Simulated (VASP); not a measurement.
Wanted: the native input for a VASP 6.6.1 run.

```yaml
Task: relaxation of the atoms
Functional: PBEsol
Potentials_or_basis: VASP PAW PBE potentials, release 64 (O)
Cutoff: 520 eV
k_mesh: 6 × 6 × 6
Occupations: fermi-dirac, width 0.05 eV
Spin: no spin polarisation
Dipole_correction: no
Further_INCAR_settings: ALGO = Normal; EDIFF = 1e-07; IBRION = 2; EDIFFG = -0.005; NSW = 80
```

The structure of O lies in POSCAR:

```
O
1.0
    3.9534530000      0.0000000000      0.0000000000
    2.8299365928      2.3162465695      0.0000000000
    1.1235162790     -0.4291256785      2.2761481812
O
2
Direct
    0.0871000000      0.0871000000      0.9129000000
    0.9129000000      0.9129000000      0.0871000000
```

The input as run:

INCAR

```
SYSTEM = O
ALGO = Normal
EDIFF = 1E-7
EDIFFG = -0.005
ENCUT = 520
GGA = PS
GGA_COMPAT = .FALSE.
IBRION = 2
ISIF = 2
ISMEAR = -1
LASPH = .TRUE.
LCHARG = .FALSE.
LREAL = .FALSE.
LWAVE = .FALSE.
NELM = 120
NELMIN = 4
NSW = 80
PREC = Accurate
SIGMA = 0.05
```

KPOINTS

```
k-points
0
G
  6 6 6
  0 0 0
```

Potentials or basis: VASP PAW PBE potentials, release 64 (O).

Command:

```console
$ cat potpaw_PBE.64/O/POTCAR > POTCAR
$ mpirun -np 1 vasp_std > vasp.out
```

Results of the run:

```
Pressure after relaxing : -2.0 GPa
Band gap on the k mesh  : zero (bands 6 and 7 overlap by 1.69 eV)
```

Caveat: the k points lie up to 0.46 Å⁻¹ apart, too coarse for converged energies and pressures of a metal; the standard files for N, O and F lose accuracy on very short bonds; spin is off for a triplet molecule; this functional lacks dispersion, which holds the molecules together, so the pressure and a relaxed volume are unreliable; the PAW data sets were made with another functional, which shifts forces and pressure a little.

Wall time 69 s on 1 thread of Intel(R) Xeon(R) 6975P-C (Granite Rapids), on a shared host, peak memory 0.13 GiB.
